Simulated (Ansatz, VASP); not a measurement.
**One calculation of AgCl, two programs**

```
CELL_PARAMETERS angstrom
3.39559 0.00000 0.00000
0.00000 3.39559 0.00000
0.00000 0.00000 3.39559
ATOMIC_POSITIONS crystal
Ag 0.00000 0.00000 0.00000
Cl 0.50000 0.50000 0.50000
```

Alike in both runs: task single point; functional PBE0; k mesh 4 × 4 × 4; no spin polarisation.

|  | VASP | Ansatz |
| --- | --- | --- |
| version | VASP 6.6.1 | Ansatz 0.2.0 |
| potentials or method | VASP PAW PBE potentials, release 64 (Ag, Cl) | plane waves |
| plane-wave cutoff (eV) | 520 | 420 |
| occupations | gaussian, width 0.01 eV | fixed |
| valence electrons in the cell | 18 | 26 |

|  | VASP | Ansatz | Ansatz less VASP |
| --- | --- | --- | --- |
| gap on the k mesh at the Fermi level (eV) | 2.75 | 2.73 | -0.022 |
| pressure (GPa) | 1.0 | 1.3 | +0.30 |

VASP's potentials hold 18 valence electrons a cell and Ansatz's 26, so a difference there can come from the potentials and not from the codes. Ansatz's warnings: stress exchange threshold loose, stress scf threshold loose.

The k mesh is coarse, so the values compare programs but aren't converged.
